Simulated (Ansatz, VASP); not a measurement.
# BN: VASP beside Ansatz

The input POSCAR:

```
BN
1.0
    0.0000000000      1.6754283811      1.6754283811
    1.6754283811      0.0000000000      1.6754283811
    1.6754283811      1.6754283811      0.0000000000
B N
1 1
Direct
    0.0000000000      0.0000000000      0.0000000000
    0.2500000000      0.2500000000      0.2500000000
```

The input INCAR.step1:

```
ALGO = Normal ; EDIFF = 1E-4
ENCUT = 520 ; GGA = PE
ISMEAR = -1 ; LASPH = T
LCHARG = F ; LREAL = F
LWAVE = T ; NBANDS = 11
NELM = 60 ; PREC = Accurate
SIGMA = 0.08
```

Contents of INCAR.step2:

```
ALGO = Normal ; EDIFF = 1E-7
ENCUT = 520 ; ISIF = 2
ISMEAR = -1 ; ISTART = 1
LASPH = T ; LCHARG = T
LELF = T ; LMIXTAU = T
LREAL = F ; LVHAR = T
LWAVE = F ; METAGGA = R2SCAN
NBANDS = 11 ; NELM = 60
PREC = Accurate ; SIGMA = 0.08
```

File KPOINTS:

```
k-points
0
Gamma
  15 15 15
```

Input for Ansatz:

```yaml
crystal:
  lattice:
    - [0.0, 1.6754283811, 1.6754283811]
    - [1.6754283811, 0.0, 1.6754283811]
    - [1.6754283811, 1.6754283811, 0.0]
  atoms:
    - { symbol: B, position: [0.0, 0.0, 0.0] }
    - { symbol: "N", position: [0.25, 0.25, 0.25] }
kpoints:
  mp_grid: { grid: [15, 15, 15] }
scf:
  occupations: { method: fermi_dirac, width: 0.08 }
hamiltonian:
  xc: r2scan
  pseudopotentials: { kind: paw }
output:
  forces: true
  stress: true
  eigenvalues: true
  populations: true
```

Change from the starting cell: volume scaled by 0.8, PAW files.

Alike in both runs: task single point; functional r2SCAN; k mesh 15 × 15 × 15; occupations fermi-dirac, width 0.08 eV; no spin polarisation.

|  | VASP | Ansatz |
| --- | --- | --- |
| version | VASP 6.6.1 | Ansatz 0.2.0 |
| potentials or method | VASP PAW PBE potentials, release 64 (B, N) | PAW with Ansatz's default frozen-core files, scalar-relativistic |
| plane-wave cutoff (eV) | 520 | 500 |
| valence electrons in the cell | 8 | 8 |

```tsv
	VASP	Ansatz	Ansatz less VASP
gap on the k mesh at the Fermi level (eV)	5.29	5.33	+0.041
pressure (GPa)	132.6	130.6	-2.05
```

VASP's potentials were made for PBE, not for r2SCAN. Both programs put the cell under a high pressure, so it lies far from rest at this level.

Noted on VASP's run: the cell as given lies far from equilibrium.
